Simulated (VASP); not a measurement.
# Si2Mo (Fd-3m) in VASP: further runs

The runs below take Si2Mo through single point, relaxation of cell and atoms, with PBE.

Program: VASP 6.6.1. These are calculated values, not measurements. Logs are shortened: lines on timing, memory, paths and dates and some standing lists are left out, and cuts for length are marked.

## (1) The cell of the first run

It takes space group Fd-3m (No. 227, cubic). The conventional cell has a = 7.187 Å, b = 7.187 Å, c = 7.187 Å, α = 90.00°, β = 90.00°, γ = 90.00°. Within 2.1 Å of Si (site symmetry -3m) lie 2 Mo at 1.56 Å. Mo (site symmetry -43m) has 4 Si at 1.56 Å within 2.1 Å.

## (2) Single point, PBE

INCAR

```
SYSTEM = Si2Mo
ALGO = Normal ; EDIFF = 1E-6
ENCUT = 520 ; GGA = PE
ISIF = 2 ; ISMEAR = 0
LASPH = .True. ; LCHARG = .True.
LELF = .True. ; LREAL = .False.
LVHAR = .True. ; LWAVE = .False.
NBANDS = 31 ; NELM = 80
PREC = Accurate ; SIGMA = 0.1
```

KPOINTS

```
k-points
0
Gamma
  4 4 4
  0 0 0
```

POSCAR

```
Si2Mo
1.0
    0.0000000000      3.5935038102      3.5935038102
    3.5935038102      0.0000000000      3.5935038102
    3.5935038102      3.5935038102      0.0000000000
Si Mo
4 2
Direct
    0.6250000000      0.6250000000      0.6250000000
    0.1250000000      0.6250000000      0.6250000000
    0.6250000000      0.6250000000      0.1250000000
    0.6250000000      0.1250000000      0.6250000000
    0.5000000000      0.5000000000      0.5000000000
    0.7500000000      0.7500000000      0.7500000000
```

Potentials or basis: VASP PAW PBE potentials, release 64 (Si, Mo_sv).

Run with:

```
> cat potpaw_PBE.64/Si/POTCAR potpaw_PBE.64/Mo_sv/POTCAR > POTCAR
> mpirun -np 1 vasp_std > vasp.out
```

OUTCAR:

```text
SYSTEM = Si2Mo
   EDIFF = 1E-6
   ENCUT = 520
   GGA = PE
   ISIF = 2
   ISMEAR = 0
   LASPH = .True.
   LREAL = .False.
   NELM = 80
   PREC = Accurate

 ion  position               nearest neighbor table
   1  0.625  0.625  0.625-   5 1.56   6 1.56   4 2.54   2 2.54   3 2.54   3 2.54   4 2.54   2 2.54

   2  0.125  0.625  0.625-   5 1.56   6 1.56   1 2.54   3 2.54   4 2.54   1 2.54   3 2.54   4 2.54

   3  0.625  0.625  0.125-   5 1.56   6 1.56   1 2.54   1 2.54   2 2.54   4 2.54   4 2.54   2 2.54

   4  0.625  0.125  0.625-   5 1.56   6 1.56   1 2.54   3 2.54   1 2.54   2 2.54   3 2.54   2 2.54

   5  0.500  0.500  0.500-   1 1.56   2 1.56   3 1.56   4 1.56   6 3.11   6 3.11   6 3.11   6 3.11

   6  0.750  0.750  0.750-   1 1.56   2 1.56   3 1.56   4 1.56   5 3.11   5 3.11   5 3.11   5 3.11

 -----------------------------------------------------------------------------
|                                                                             |
|           W    W    AA    RRRRR   N    N  II  N    N   GGGG   !!!           |
|           W    W   A  A   R    R  NN   N  II  NN   N  G    G  !!!           |
|           W    W  A    A  R    R  N N  N  II  N N  N  G       !!!           |
|           W WW W  AAAAAA  RRRRR   N  N N  II  N  N N  G  GGG   !            |
|           WW  WW  A    A  R   R   N   NN  II  N   NN  G    G                |
|           W    W  A    A  R    R  N    N  II  N    N   GGGG   !!!           |
|                                                                             |
|     The distance between some ions is very small. Please check the          |
|     nearest-neighbor list in the OUTCAR file.                               |
|     I HOPE YOU KNOW WHAT YOU ARE DOING!                                     |
|                                                                             |
 -----------------------------------------------------------------------------

  LATTYP: Found a face centered cubic cell.
 ALAT       =     7.1870076204

  Lattice vectors:

 A1 = (   0.0000000000,   3.5935038102,   3.5935038102)
 A2 = (   3.5935038102,   0.0000000000,   3.5935038102)
 A3 = (   3.5935038102,   3.5935038102,   0.0000000000)

Analysis of symmetry for initial positions (statically):
=====================================================================
 Subroutine PRICEL returns:
 Original cell was already a primitive cell.

 Routine SETGRP: Setting up the symmetry group for a
 face centered cubic supercell.

 Subroutine GETGRP returns: Found 48 space group operations
 (whereof 24 operations were pure point group operations)
 out of a pool of 48 trial point group operations.

The static configuration has the point symmetry T_d .
 The point group associated with its full space group is O_h .

Analysis of symmetry for dynamics (positions and initial velocities):
=====================================================================
 Subroutine PRICEL returns:
 Original cell was already a primitive cell.

 Routine SETGRP: Setting up the symmetry group for a
 face centered cubic supercell.

 Subroutine GETGRP returns: Found 48 space group operations
 (whereof 24 operations were pure point group operations)
 out of a pool of 48 trial point group operations.

The dynamic configuration has the point symmetry T_d .
 The point group associated with its full space group is O_h .

 Subroutine INISYM returns: Found 48 space group operations
 (whereof 24 operations are pure point group operations),
 and found     1 'primitive' translations

----------------------------------------------------------------------------------------

                                     Primitive cell

  volume of cell :      92.8078

  direct lattice vectors                    reciprocal lattice vectors
     0.000000000  3.593503810  3.593503810    -0.139139967  0.139139967  0.139139967
     3.593503810  0.000000000  3.593503810     0.139139967 -0.139139967  0.139139967
     3.593503810  3.593503810  0.000000000     0.139139967  0.139139967 -0.139139967

  length of vectors
     5.081981825  5.081981825  5.081981825     0.240997491  0.240997491  0.240997491

  position of ions in fractional coordinates (direct lattice)
     0.625000000  0.625000000  0.625000000
     0.125000000  0.625000000  0.625000000
     0.625000000  0.625000000  0.125000000
     0.625000000  0.125000000  0.625000000
     0.500000000  0.500000000  0.500000000
     0.750000000  0.750000000  0.750000000

  ion indices of the primitive-cell ions
   primitive index   ion index
                 1           1
                 2           2
                 3           3
                 4           4
                 5           5
                 6           6

----------------------------------------------------------------------------------------

 KPOINTS: k-points

Automatic generation of k-mesh.
 Grid dimensions read from file:
 generate k-points for:    4    4    4

 Generating k-lattice:

  Cartesian coordinates                     Fractional coordinates (reciprocal lattice)
    -0.034784992  0.034784992  0.034784992     0.250000000  0.000000000  0.000000000
     0.034784992 -0.034784992  0.034784992     0.000000000  0.250000000  0.000000000
     0.034784992  0.034784992 -0.034784992     0.000000000  0.000000000  0.250000000

  Length of vectors
     0.060249373  0.060249373  0.060249373

  Shift w.r.t. Gamma in fractional coordinates (k-lattice)
     0.000000000  0.000000000  0.000000000

 Subroutine IBZKPT returns following result:
 ===========================================

 Found      8 irreducible k-points:

 Following reciprocal coordinates:
            Coordinates               Weight
  0.000000  0.000000  0.000000      1.000000
  0.250000  0.000000  0.000000      8.000000
  0.500000  0.000000  0.000000      4.000000
  0.250000  0.250000  0.000000      6.000000
  0.500000  0.250000  0.000000     24.000000
 -0.250000  0.250000  0.000000     12.000000
  0.500000  0.500000  0.000000      3.000000
 -0.250000  0.500000  0.250000      6.000000
   k-points           NKPTS =      8   k-points in BZ     NKDIM =      8   number of bands    NBANDS=     31
   number of dos      NEDOS =    301   number of ions     NIONS =      6
   total plane-waves  NPLWV =  64000
   dimension x,y,z NGX =    40 NGY =   40 NGZ =   40
   dimension x,y,z NGXF=    80 NGYF=   80 NGZF=   80
   ions per type =               4   2
   NGX,Y,Z   is equivalent  to a cutoff of  13.09, 13.09, 13.09 a.u.
   NGXF,Y,Z  is equivalent  to a cutoff of  26.17, 26.17, 26.17 a.u.
 SYSTEM =  Si2Mo
   PREC   = accura    normal or accurate (medium, high low for compatibility)
   ISTART =      0    job   : 0-new  1-cont  2-samecut
   ICHARG =      2    charge: 1-file 2-atom 10-const
   ISPIN  =      1    spin polarized calculation?
   LNONCOLLINEAR =      F non collinear calculations
   LSORBIT =      F    spin-orbit coupling
   LASPH  =      T    aspherical Exc in radial PAW
   ENCUT  =  520.0 eV  38.22 Ry    6.18 a.u.   9.45  9.45  9.45*2*pi/ulx,y,z
   NELM   =     80;   NELMIN=  2; NELMDL= -5     # of ELM steps
   EDIFF  = 0.1E-05   stopping-criterion for ELM
   LREAL  =      F    real-space projection
   EDIFFG = 0.1E-04   stopping-criterion for IOM
   NSW    =      0    number of steps for IOM
   IBRION =     -1    ionic relax: 0-MD 1-quasi-New 2-CG
   NFREE  =      0    steps in history (QN), initial steepest desc. (CG)
   ISIF   =      2    stress and relaxation
   ISYM   =      2    0-nonsym 1-usesym 2-fastsym
   POTIM  = 0.5000    time-step for ionic-motion
   TEBEG  =    0.0;   TEEND  =   0.0 temperature during run
   PSTRESS=    0.0 pullay stress
   NELECT =      44.0000    total number of electrons
   NUPDOWN=      -1.0000    fix difference up-down
   EMIN   =  10.00;   EMAX   =-10.00  energy-range for DOS
   EFERMI =   0.00;   METHOD = LEGACY
   ISMEAR =     0;   SIGMA  =   0.10  broadening in eV -4-tet -1-fermi 0-gaus
   EFERMI_NEDOS =   21; number of points for ismear=-14 and -15
   IALGO  =     38    algorithm
   IMIX   =      4    mixing-type and parameters
     AMIX     =   0.40;   BMIX     =  1.00
     AMIX_MAG =   1.60;   BMIX_MAG =  1.00
  volume/ion in A,a.u.               =      15.47       104.38
  Fermi-wavevector in a.u.,A,eV,Ry     =   1.276530  2.412291 22.171078  1.629528
  Thomas-Fermi vector in A             =   2.409181
   LORBIT       =      0    0 simple, 1 ext, 2 COOP (PROOUT), +10 PAW based schemes
   GGA     = PE    functional components
   LHFCALC =     F    Hartree Fock is set to
   AEXX    =    0.0000 exact exchange contribution
   IVDW    =     0    specifies the selected vdW correction
   LEPSILON=     F    determine dielectric tensor
   LRPA    =     F    only Hartree local field effects (RPA)
 non-spin polarized calculation
 Gauss-broadening in eV      SIGMA  =   0.10
  energy-cutoff  :      520.00
  volume of cell :       92.81
 maximum number of plane-waves:      2525
 NGX is ok and might be reduce to    40
   NGX = 19   NGY = 19   NGZ = 19

 number of electron      43.9999995 magnetization

 Free energy of the ion-electron system (eV)
  ---------------------------------------------------
  ext. energy  EPLUGINS =         0.00000000
  ---------------------------------------------------
  free energy    TOTEN  =        43.91949380 eV

  energy without entropy =       43.91949380  energy(sigma->0) =       43.91949380

 E-fermi :   8.8550     XC(G=0): -10.0752

 val. band max:        8.3161099479   @ k =   0.0000   0.0000   0.0000
 cond. band min:      10.9904758112   @ k =   0.5000   0.0000   0.0000
 fundamental gap:      2.6743658633
 Fermi energy:         8.8550453961

 k-point     1 :       0.0000    0.0000    0.0000
  band No.  band energies     occupation
      1     -53.0484      2.00000
      2     -52.6489      2.00000
      3     -28.5244      2.00000
      4     -28.5244      2.00000
      5     -28.5244      2.00000
      6     -27.8585      2.00000
[... 23 lines left out ...]
     30      14.2625      0.00000
     31      14.2625      0.00000
[... 207 lines left out ...]
      1     -52.8505      2.00000
      2     -52.8505      2.00000
      3     -28.5156      2.00000
      4     -28.5156      2.00000
      5     -28.1915      2.00000
      6     -28.1915      2.00000
[... 23 lines left out ...]
     30      14.6881      0.00000
     31      17.7422      0.00000

------------------------ aborting loop because EDIFF is reached ----------------------------------------

  FORCE on cell =-STRESS in cart. coord.  units (eV):
  Direction    XX          YY          ZZ          XY          YZ          ZX
  --------------------------------------------------------------------------------------
  -------------------------------------------------------------------------------------
  Total      173.8714976    173.8714976    173.8714976      0.0000000     -0.0000000     -0.0000000
  in kB     3001.6126876   3001.6126876   3001.6126876      0.0000000     -0.0000000     -0.0000000
  external PRESSURE =    3001.6126876 kB  Pullay stress =       0.0000000 kB

 VOLUME and BASIS-vectors are now :
 -----------------------------------------------------------------------------
  energy-cutoff  :      520.00
  volume of cell :       92.81
      direct lattice vectors                 reciprocal lattice vectors
     0.000000000  3.593503810  3.593503810    -0.139139967  0.139139967  0.139139967
     3.593503810  0.000000000  3.593503810     0.139139967 -0.139139967  0.139139967
     3.593503810  3.593503810  0.000000000     0.139139967  0.139139967 -0.139139967

 POSITION                                       TOTAL-FORCE (eV/Angst)
 -----------------------------------------------------------------------------------
      4.49188      4.49188      4.49188         0.000000     -0.000000      0.000000
      4.49188      2.69513      2.69513         0.000000     -0.000000      0.000000
      2.69513      2.69513      4.49188         0.000000     -0.000000      0.000000
      2.69513      4.49188      2.69513         0.000000     -0.000000      0.000000
      3.59350      3.59350      3.59350        -0.000000     -0.000000     -0.000000
      5.39026      5.39026      5.39026         0.000000      0.000000      0.000000
 -----------------------------------------------------------------------------------
    total drift:                               -0.000000      0.000000      0.000000

  FREE ENERGIE OF THE ION-ELECTRON SYSTEM (eV)
  ---------------------------------------------------
  free  energy   TOTEN  =        43.9194937982 eV

  energy  without entropy=       43.9194937982  energy(sigma->0) =       43.91949380
```

Run time: 64 s. Hardware: 1 thread of Intel Xeon 8259CL, shared host; peak memory 0.24 GiB.

What came out:

| Quantity | Value |
| --- | --- |
| Free energy | 43.9195 eV |
| Pressure | 300.2 GPa |
| Band gap on the k mesh | 2.67 eV (least direct gap 2.82 eV) |

Levels at points of the mesh, in eV from the valence-band top:
```
           k point  band 20  band 21  band 22  band 23  band 24  band 25
(0.00, 0.00, 0.00)     0.00     0.00     0.00     2.82     2.82     2.82
(0.50, 0.00, 0.00)    -3.83    -1.55    -1.55     2.67     3.53     3.53
(0.50, 0.50, 0.00)    -3.77    -3.46    -3.46     3.26     3.26     4.34
```

Caveat: atoms lie so close that the PAW spheres overlap strongly, which falsifies energies and pressures; the cell stands under pressure. A k mesh can miss the band edges.

[end of part 1 of 3]

The gap in the log of VASP goes by the Fermi energy; the results here count the filled bands.